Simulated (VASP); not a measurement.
# Be4Se3 (P6/mmm) in VASP: notebook

Runs on Be4Se3. Level: PBE. Tasks: single point, relaxation of cell and atoms.

All numbers are computed with VASP 6.6.1; they aren't measurements. Logs are shortened: lines on timing, memory, paths and dates and some standing lists are left out, and cuts for length are marked.

## (1) The cell of the first run

It takes space group P6/mmm (No. 191, hexagonal). Conventional cell: a = 6.848 Å, b = 6.848 Å, c = 4.346 Å, α = 90.00°, β = 90.00°, γ = 120.00°. Within 2.8 Å of Be (site symmetry 3m) lie 2 Be at 2.14 to 2.21 Å and 3 Se at 2.26 Å. Se (site symmetry mmm) has 4 Be at 2.26 Å within 3.0 Å.

## (2) Single point, PBE

File INCAR:

```
SYSTEM = Be4Se3
  PREC = Accurate
  ENCUT = 520
  EDIFF = 1E-7
  ISMEAR = 0
  SIGMA = 0.2
  LREAL = .FALSE.
  LASPH = .TRUE.
  NELM = 100
  ALGO = Normal
  ISIF = 2
  LWAVE = .FALSE.
  LCHARG = .FALSE.
  GGA = PE
  NBANDS = 22
```

File KPOINTS:

```
Automatic mesh
0
G
  4 4 4
  0 0 0
```

File POSCAR:

```
Be4Se3
1.0
    6.8476850126      0.0000000000      0.0000000000
   -3.4238425063      5.9302691781      0.0000000000
    0.0000000000      0.0000000000      4.3461114686
Be Se
4 3
Direct
    0.3333333333      0.6666666667      0.7539754500
    0.6666666667      0.3333333333      0.7539754500
    0.6666666667      0.3333333333      0.2460245500
    0.3333333333      0.6666666667      0.2460245500
    0.5000000000      0.0000000000      0.5000000000
    0.0000000000      0.5000000000      0.5000000000
    0.5000000000      0.5000000000      0.5000000000
```

Potentials or basis: VASP PAW PBE potentials, release 64 (Be, Se).

Started as:

```sh
cat potpaw_PBE.64/Be/POTCAR potpaw_PBE.64/Se/POTCAR > POTCAR
mpirun -np 1 vasp_std > vasp.out
```

OUTCAR:

```text
SYSTEM = Be4Se3
   PREC = Accurate
   ENCUT = 520
   EDIFF = 1E-7
   ISMEAR = 0
   LREAL = .FALSE.
   LASPH = .TRUE.
   NELM = 100
   ISIF = 2
   GGA = PE

 ion  position               nearest neighbor table
   1  0.333  0.667  0.754-   4 2.14   4 2.21   6 2.26   5 2.26   7 2.26
   2  0.667  0.333  0.754-   3 2.14   3 2.21   6 2.26   5 2.26   7 2.26
   3  0.667  0.333  0.246-   2 2.14   2 2.21   6 2.26   5 2.26   7 2.26
   4  0.333  0.667  0.246-   1 2.14   1 2.21   6 2.26   5 2.26   7 2.26
   5  0.500  0.000  0.500-   1 2.26   2 2.26   3 2.26   4 2.26
   6  0.000  0.500  0.500-   1 2.26   2 2.26   3 2.26   4 2.26
   7  0.500  0.500  0.500-   1 2.26   2 2.26   3 2.26   4 2.26

  LATTYP: Found a hexagonal cell.
 ALAT       =     6.8476850126
 C/A-ratio  =     0.6346833215

  Lattice vectors:

 A1 = (   6.8476850126,   0.0000000000,   0.0000000000)
 A2 = (  -3.4238425063,   5.9302691781,   0.0000000000)
 A3 = (   0.0000000000,   0.0000000000,   4.3461114686)

Analysis of symmetry for initial positions (statically):
=====================================================================
 Subroutine PRICEL returns:
 Original cell was already a primitive cell.

 Routine SETGRP: Setting up the symmetry group for a
 hexagonal supercell.

 Subroutine GETGRP returns: Found 24 space group operations
 (whereof 24 operations were pure point group operations)
 out of a pool of 24 trial point group operations.

The static configuration has the point symmetry D_6h.

Analysis of symmetry for dynamics (positions and initial velocities):
=====================================================================
 Subroutine PRICEL returns:
 Original cell was already a primitive cell.

 Routine SETGRP: Setting up the symmetry group for a
 hexagonal supercell.

 Subroutine GETGRP returns: Found 24 space group operations
 (whereof 24 operations were pure point group operations)
 out of a pool of 24 trial point group operations.

The dynamic configuration has the point symmetry D_6h.

 Subroutine INISYM returns: Found 24 space group operations
 (whereof 24 operations are pure point group operations),
 and found     1 'primitive' translations

----------------------------------------------------------------------------------------

                                     Primitive cell

  volume of cell :     176.4896

  direct lattice vectors                    reciprocal lattice vectors
     6.847685013  0.000000000  0.000000000     0.146034755  0.084313205  0.000000000
    -3.423842506  5.930269178  0.000000000     0.000000000  0.168626410  0.000000000
     0.000000000  0.000000000  4.346111469     0.000000000  0.000000000  0.230090739

  length of vectors
     6.847685013  6.847685013  4.346111469     0.168626410  0.168626410  0.230090739

  position of ions in fractional coordinates (direct lattice)
     0.333333333  0.666666667  0.753975450
     0.666666667  0.333333333  0.753975450
     0.666666667  0.333333333  0.246024550
     0.333333333  0.666666667  0.246024550
     0.500000000  0.000000000  0.500000000
     1.000000000  0.500000000  0.500000000
     0.500000000  0.500000000  0.500000000

  ion indices of the primitive-cell ions
   primitive index   ion index
                 1           1
                 2           2
                 3           3
                 4           4
                 5           5
                 6           6
                 7           7

----------------------------------------------------------------------------------------

 KPOINTS: Automatic mesh

Automatic generation of k-mesh.
 Grid dimensions read from file:
 generate k-points for:    4    4    4

 Generating k-lattice:

  Cartesian coordinates                     Fractional coordinates (reciprocal lattice)
     0.036508689  0.021078301  0.000000000     0.250000000 -0.000000000  0.000000000
     0.000000000  0.042156602  0.000000000     0.000000000  0.250000000  0.000000000
     0.000000000  0.000000000  0.057522685     0.000000000  0.000000000  0.250000000

  Length of vectors
     0.042156602  0.042156602  0.057522685

  Shift w.r.t. Gamma in fractional coordinates (k-lattice)
     0.000000000  0.000000000  0.000000000

 Subroutine IBZKPT returns following result:
 ===========================================

 Found     12 irreducible k-points:

 Following reciprocal coordinates:
            Coordinates               Weight
  0.000000  0.000000  0.000000      1.000000
  0.250000  0.000000  0.000000      6.000000
  0.500000  0.000000  0.000000      3.000000
  0.250000  0.250000  0.000000      6.000000
  0.000000  0.000000  0.250000      2.000000
  0.250000  0.000000  0.250000     12.000000
  0.500000  0.000000  0.250000      6.000000
  0.250000  0.250000  0.250000     12.000000
  0.000000  0.000000  0.500000      1.000000
  0.250000  0.000000  0.500000      6.000000
  0.500000  0.000000  0.500000      3.000000
  0.250000  0.250000  0.500000      6.000000
   k-points           NKPTS =     12   k-points in BZ     NKDIM =     12   number of bands    NBANDS=     22
   number of dos      NEDOS =    301   number of ions     NIONS =      7
   total plane-waves  NPLWV =  93312
   dimension x,y,z NGX =    54 NGY =   54 NGZ =   32
   dimension x,y,z NGXF=   108 NGYF=  108 NGZF=   64
   ions per type =               4   3
   NGX,Y,Z   is equivalent  to a cutoff of  13.11, 13.11, 12.24 a.u.
   NGXF,Y,Z  is equivalent  to a cutoff of  26.22, 26.22, 24.48 a.u.
 SYSTEM =  Be4Se3
   PREC   = accura    normal or accurate (medium, high low for compatibility)
   ISTART =      0    job   : 0-new  1-cont  2-samecut
   ICHARG =      2    charge: 1-file 2-atom 10-const
   ISPIN  =      1    spin polarized calculation?
   LNONCOLLINEAR =      F non collinear calculations
   LSORBIT =      F    spin-orbit coupling
   LASPH  =      T    aspherical Exc in radial PAW
   ENCUT  =  520.0 eV  38.22 Ry    6.18 a.u.  12.73 12.73  8.08*2*pi/ulx,y,z
   NELM   =    100;   NELMIN=  2; NELMDL= -5     # of ELM steps
   EDIFF  = 0.1E-06   stopping-criterion for ELM
   LREAL  =      F    real-space projection
   EDIFFG = 0.1E-05   stopping-criterion for IOM
   NSW    =      0    number of steps for IOM
   IBRION =     -1    ionic relax: 0-MD 1-quasi-New 2-CG
   NFREE  =      0    steps in history (QN), initial steepest desc. (CG)
   ISIF   =      2    stress and relaxation
   ISYM   =      2    0-nonsym 1-usesym 2-fastsym
   POTIM  = 0.5000    time-step for ionic-motion
   TEBEG  =    0.0;   TEEND  =   0.0 temperature during run
   PSTRESS=    0.0 pullay stress
   NELECT =      26.0000    total number of electrons
   NUPDOWN=      -1.0000    fix difference up-down
   EMIN   =  10.00;   EMAX   =-10.00  energy-range for DOS
   EFERMI =   0.00;   METHOD = LEGACY
   ISMEAR =     0;   SIGMA  =   0.20  broadening in eV -4-tet -1-fermi 0-gaus
   EFERMI_NEDOS =   21; number of points for ismear=-14 and -15
   IALGO  =     38    algorithm
   IMIX   =      4    mixing-type and parameters
     AMIX     =   0.40;   BMIX     =  1.00
     AMIX_MAG =   1.60;   BMIX_MAG =  1.00
  volume/ion in A,a.u.               =      25.21       170.14
  Fermi-wavevector in a.u.,A,eV,Ry     =   0.864622  1.633899 10.171323  0.747571
  Thomas-Fermi vector in A             =   1.982746
   LORBIT       =      0    0 simple, 1 ext, 2 COOP (PROOUT), +10 PAW based schemes
   GGA     = PE    functional components
   LHFCALC =     F    Hartree Fock is set to
   AEXX    =    0.0000 exact exchange contribution
   IVDW    =     0    specifies the selected vdW correction
   LEPSILON=     F    determine dielectric tensor
   LRPA    =     F    only Hartree local field effects (RPA)
 non-spin polarized calculation
 Gauss-broadening in eV      SIGMA  =   0.20
  energy-cutoff  :      520.00
  volume of cell :      176.49
 maximum number of plane-waves:      4776
 NGX is ok and might be reduce to    54
   NGX = 25   NGY = 25   NGZ = 17

 number of electron      26.0000002 magnetization

 Free energy of the ion-electron system (eV)
  ---------------------------------------------------
  ext. energy  EPLUGINS =         0.00000000
  ---------------------------------------------------
  free energy    TOTEN  =       -24.14969717 eV

  energy without entropy =      -24.08960730  energy(sigma->0) =      -24.11965224

 E-fermi :   0.3758     XC(G=0):  -7.1638

 val. band max:        0.3537226915   @ k =   0.2500   0.0000   0.2500
 cond. band min:       0.4186161624   @ k =   0.2500   0.0000   0.5000
 fundamental gap:      0.0648934708
 Fermi energy:         0.3758236889

 k-point     1 :       0.0000    0.0000    0.0000
  band No.  band energies     occupation
      1     -13.5171      2.00000
      2     -12.1037      2.00000
      3     -12.1037      2.00000
      4      -7.5048      2.00000
      5      -3.8664      2.00000
      6      -3.8664      2.00000
[... 14 lines left out ...]
     21       5.6153      0.00000
     22       7.1263      0.00000

 k-point     2 :       0.2500    0.0000    0.0000
  band No.  band energies     occupation
      1     -13.3851      2.00000
      2     -12.3628      2.00000
      3     -12.1094      2.00000
      4      -7.0017      2.00000
      5      -4.2019      2.00000
      6      -3.6253      2.00000
[... 14 lines left out ...]
     21       5.7838      0.00000
     22       7.1413      0.00000

 k-point     3 :       0.5000    0.0000    0.0000
  band No.  band energies     occupation
      1     -13.1503      2.00000
      2     -12.7110      2.00000
      3     -12.1150      2.00000
      4      -6.2652      2.00000
      5      -4.8320      2.00000
      6      -3.2881      2.00000
[... 14 lines left out ...]
     21       5.9839      0.00000
     22       6.3945      0.00000
[... 176 lines left out ...]
 k-point    11 :       0.5000    0.0000    0.5000
  band No.  band energies     occupation
      1     -13.0239      2.00000
      2     -12.5872      2.00000
      3     -11.9967      2.00000
      4      -6.0784      2.00000
      5      -4.6265      2.00000
      6      -4.3828      2.00000
[... 14 lines left out ...]
     21       7.2904      0.00000
     22       7.5926      0.00000

 k-point    12 :       0.2500    0.2500    0.5000
  band No.  band energies     occupation
      1     -13.0254      2.00000
      2     -12.5833      2.00000
      3     -11.9997      2.00000
      4      -6.0452      2.00000
      5      -4.7243      2.00000
      6      -4.3862      2.00000
[... 14 lines left out ...]
     21       7.3877      0.00000
     22       8.2416      0.00000

------------------------ aborting loop because EDIFF is reached ----------------------------------------

  FORCE on cell =-STRESS in cart. coord.  units (eV):
  Direction    XX          YY          ZZ          XY          YZ          ZX
  --------------------------------------------------------------------------------------
  -------------------------------------------------------------------------------------
  Total        0.3111747      0.3111747      0.0791149      0.0000000     -0.0000000      0.0000000
  in kB        2.8248525      2.8248525      0.7182069      0.0000000     -0.0000000      0.0000000
  external PRESSURE =       2.1226373 kB  Pullay stress =       0.0000000 kB

 VOLUME and BASIS-vectors are now :
 -----------------------------------------------------------------------------
  energy-cutoff  :      520.00
  volume of cell :      176.49
      direct lattice vectors                 reciprocal lattice vectors
     6.847685013  0.000000000  0.000000000     0.146034755  0.084313205  0.000000000
    -3.423842506  5.930269178  0.000000000     0.000000000  0.168626410  0.000000000
     0.000000000  0.000000000  4.346111469     0.000000000  0.000000000  0.230090739

 POSITION                                       TOTAL-FORCE (eV/Angst)
 -----------------------------------------------------------------------------------
     -0.00000      3.95351      3.27686         0.000000     -0.000000      0.078871
      3.42384      1.97676      3.27686        -0.000000     -0.000000      0.078871
      3.42384      1.97676      1.06925        -0.000000      0.000000     -0.078871
     -0.00000      3.95351      1.06925         0.000000      0.000000     -0.078871
      3.42384      0.00000      2.17306         0.000000      0.000000      0.000000
     -1.71192      2.96513      2.17306         0.000000      0.000000      0.000000
      1.71192      2.96513      2.17306         0.000000      0.000000      0.000000
 -----------------------------------------------------------------------------------
    total drift:                                0.000000      0.000000      0.000000

  FREE ENERGIE OF THE ION-ELECTRON SYSTEM (eV)
  ---------------------------------------------------
  free  energy   TOTEN  =       -24.1496971715 eV

  energy  without entropy=      -24.0896073029  energy(sigma->0) =      -24.11965224
```

Wall time 25 s (1 thread of Intel Xeon 6975P-C (Granite Rapids), shared host); peak memory 0.29 GiB.

Results:

```yaml
Free_energy: -24.1497 eV
Pressure: 0.2 GPa
Largest_force: 0.079 eV/Å
Band_gap_on_the_k_mesh: zero (band 13 reaches 0.77 eV, above the bottom of band 14 at -0.42 eV)
```

Forces in eV/Å, atoms in the order of the input:
```
Be   0.000  0.000  0.079
Be   0.000  0.000  0.079
Be   0.000  0.000 -0.079
Be   0.000  0.000 -0.079
Se   0.000  0.000  0.000
Se   0.000  0.000  0.000
Se   0.000  0.000  0.000
```

Caveat: the k points lie up to 0.36 Å⁻¹ apart.

## (3) Relaxation of cell and atoms, PBE

This run uses another cell than the first one, of 17.01 Å³/atom, 0.675 times its volume.

File INCAR:

```
SYSTEM = Be4Se3
PREC = Accurate
ENCUT = 600
EDIFF = 1E-7
ISMEAR = 0
SIGMA = 0.2
LREAL = .False.
LASPH = .True.
NELM = 100
ALGO = Normal
ISIF = 3
LWAVE = .False.
LCHARG = .False.
GGA = PE
IBRION = 2
NSW = 36
EDIFFG = -0.08
```

File KPOINTS:

```
regular mesh
0
Gamma
  4 4 3
  0 0 0
```

File POSCAR:

```
Be4Se3
1.0
    4.4110543000      0.0000000000      0.0000000000
   -2.2055271500      3.8200850800      0.0000000000
    0.0000000000      0.0000000000      7.0682615900
Be Se
4 3
Direct
    0.3333333300      0.6666666700      0.7180027800
    0.6666666700      0.3333333300      0.7180027800
    0.6666666700      0.3333333300      0.2819972200
    0.3333333300      0.6666666700      0.2819972200
    0.0000000000      0.0000000000      0.1928569600
    0.0000000000      0.0000000000      0.8071430400
    0.0000000000      0.0000000000      0.5000000000
```

Potentials or basis: VASP PAW PBE potentials, release 64 (Be, Se).

Started as:

```sh
cat potpaw_PBE.64/Be/POTCAR potpaw_PBE.64/Se/POTCAR > POTCAR
mpirun -np 1 vasp_std > vasp.out
```

Run time: 2.8 min. Hardware: 1 thread of Intel Xeon 6975P-C (Granite Rapids), shared host; peak memory 0.26 GiB.

It converged, with:

```
Free energy                            : -22.8728 eV
Relaxed volume                         : 16.64 Å³/atom
Relaxed cell                           : a = 3.622 Å, b = 3.622 Å, c = 10.252 Å, α = 90.00°, β = 90.00°, γ = 120.00°
Space group after relaxing (to 0.05 Å) : P6/mmm (No. 191)
Energy gained by relaxing              : 843.3 meV/atom
Ionic steps                            : 20
Pressure after relaxing                : -0.3 GPa
Largest force after relaxing           : 0.060 eV/Å
Band gap on the k mesh                 : zero (band 13 reaches 4.63 eV, above the bottom of band 14 at 4.44 eV)
```

Forces on the atoms (eV/Å):
```
Be   0.000  0.000 -0.039
Be   0.000  0.000 -0.039
Be   0.000  0.000  0.039
Be   0.000  0.000  0.039
Se   0.000  0.000  0.060
Se   0.000  0.000 -0.060
Se   0.000  0.000  0.000
```

Stress tensor (GPa, compression positive):
```
-0.15  0.00  0.00
 0.00 -0.15  0.00
 0.00  0.00 -0.49
```

Step by step:
```
step  energy change (eV)  largest force (eV/Å)  pressure (GPa)  volume (Å³)
   1              0.0000                5.5785            9.11       119.10
   2             -3.4302                0.3750           -7.12       134.44
   3             -3.4693                0.4161           -7.29       135.42
   4             -3.5359                0.5365           -7.74       137.33
   5             -3.5577                0.9871           -8.73       141.01
   6             -3.5680                0.7878           -8.28       139.23
   7             -4.8994                1.0961           -4.22       120.82
   8             -5.2211                1.1174            0.42       110.52
   9             -5.2219                1.1246            0.87       109.76
  10             -5.4449                0.6633            1.21       109.43
  11             -5.6996                0.5816            3.86       108.26
  12             -5.8606                0.2542           -0.05       114.38
  13             -5.8707                0.1571           -1.08       116.39
  14             -5.8871                0.0876           -0.55       115.52
  15             -5.8925                0.0163            0.01       114.68
  16             -5.8975                0.0895            0.27       114.28
  17             -5.8975                0.0977            0.29       114.25
  18             -5.8997                0.0984            0.11       114.82
  19             -5.9018                0.1022           -0.34       116.39
  20             -5.9029                0.0596           -0.27       116.48
```

Final structure:
```xyz
7
Lattice="3.6220 0.0000 0.0000 -1.8110 3.1367 0.0000 0.0000 0.0000 10.2523" Properties=species:S:1:pos:R:3 pbc="T T T"
Be    0.0000    2.0911    6.9917
Be    1.8110    1.0456    6.9917
Be    1.8110    1.0456    3.2607
Be    0.0000    2.0911    3.2607
Se    0.0000    0.0000    1.8391
Se    0.0000    0.0000    8.4133
Se    1.8110    3.1367    5.1262
```

Levels at points of the mesh, in eV from the Fermi level:
```
           k point  band 9  band 10  band 11  band 12  band 13  band 14  band 15  band 16  band 17
(0.00, 0.00, 0.00)   -1.69    -1.69    -0.59    -0.59    -0.42     0.53     0.53     0.79     0.79
(0.50, 0.00, 0.00)   -4.23    -3.78    -1.70    -1.70    -0.87    -0.09     0.89     1.16     2.24
```

Caveat: the k points lie up to 0.50 Å⁻¹ apart in the final cell; this functional lacks dispersion, which binds the layers, so the pressure and a relaxed spacing across them are unreliable; the relaxation stopped at a loose force limit of 0.08 eV/Å, so its end isn't a converged minimum.
